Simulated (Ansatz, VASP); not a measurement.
# Two plane-wave programs on CdF2

```xyz
3
Lattice="3.8525 0.0000 0.0000 0.0000 3.8525 0.0000 0.0000 0.0000 5.5600" Properties=species:S:1:pos:R:3 pbc="T T T"
Cd    0.0000    0.0000    0.0000
F     1.9262    0.0000    0.9524
F     0.0000    1.9262    4.6076
```

Change from the starting cell: ordered vacancies on the cation sites of zinc blende (P-4m2, No. 115).

Alike in both runs: functional PBE; k mesh 4 × 4 × 4; occupations gaussian, width 0.1 eV; no spin polarisation.

Ansatz relaxed the structure, and its values are those at the end. VASP's run is a single point on that final structure, the one shown.

|  | VASP | Ansatz |
| --- | --- | --- |
| version | VASP 6.6.1 | Ansatz 0.2.0 |
| potentials or method | VASP PAW PBE potentials, release 64 (Cd, F), cutoff 520 eV | scalar-relativistic, plane waves, PAW |
| valence electrons in the cell | 26 | 34 |

```tsv
	VASP	Ansatz	Ansatz less VASP
gap on the k mesh at the Fermi level (eV)	3.54	3.57	+0.023
least direct gap on the mesh (eV)	3.59	3.61	+0.022
pressure (GPa)	0.3	-0.1	-0.43
rms of the force components (eV/Å)	0.034	0.009	-0.0246
```

VASP's potentials hold 26 valence electrons a cell and Ansatz's 34, so a difference there can come from the potentials and not from the codes.
